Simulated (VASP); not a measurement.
Input of a VASP 6.6.1 run:

The input INCAR:

```
PREC     = Accurate       # precision mode
ENCUT    = 600            # plane-wave cutoff, eV
EDIFF    = 1E-6           # SCF threshold, eV
ISMEAR   = -1             # smearing method
SIGMA    = 0.05           # smearing width, eV
LREAL    = False          # projectors in reciprocal space
LASPH    = True           # aspherical terms in the spheres
NELM     = 80             # most SCF steps
ALGO     = Normal         # electronic algorithm
ISIF     = 3              # what is computed and relaxed
LWAVE    = False          # write WAVECAR
LCHARG   = False          # write CHGCAR
GGA      = B5             # functional
ALDAX    = 1.0          
AGGAX    = 1.0          
AGGAC    = 1.0          
ALDAC    = 0.0          
IBRION   = 2              # ionic algorithm
NSW      = 60             # ionic steps
EDIFFG   = -0.01          # ionic threshold
```

KPOINTS

```
Automatic mesh
0
Gamma
  9 9 9
```

The input POSCAR:

```
KF
1.0
    0.0000000000      2.6718500000      2.6718500000
    2.6718500000      0.0000000000      2.6718500000
    2.6718500000      2.6718500000      0.0000000000
K F
1 1
Direct
    0.0000000000      0.0000000000      0.0000000000
    0.5000000000      0.5000000000      0.5000000000
```

Potentials or basis: VASP PAW PBE potentials, release 64 (K_sv, F).

The run is started by

```console
$ cat potpaw_PBE.64/K_sv/POTCAR potpaw_PBE.64/F/POTCAR > POTCAR
$ mpirun -np 1 vasp_std > vasp.out
```

Predict the band gap on the k mesh.

5.88 eV, direct.

Predict the space group after relaxing (to 0.05 Å).

Fm-3m (No. 225).

Predict the relaxed volume.

20.36 Å³/atom.

What does it give for the relaxed cell?

a = 3.861 Å, b = 3.861 Å, c = 3.861 Å, α = 60.00°, β = 60.00°, γ = 60.00°.

Final structure:
```xyz
2
Lattice="0.0000 2.7305 2.7305 2.7305 0.0000 2.7305 2.7305 2.7305 0.0000" Properties=species:S:1:pos:R:3 pbc="T T T"
K     0.0000    2.7305    2.7305
F     2.7305    2.7305    2.7305
```

Caveat: the PAW data sets were made with another functional, which shifts forces and pressure a little. BLYP gaps usually lie below the measured ones, often by a third to a half.
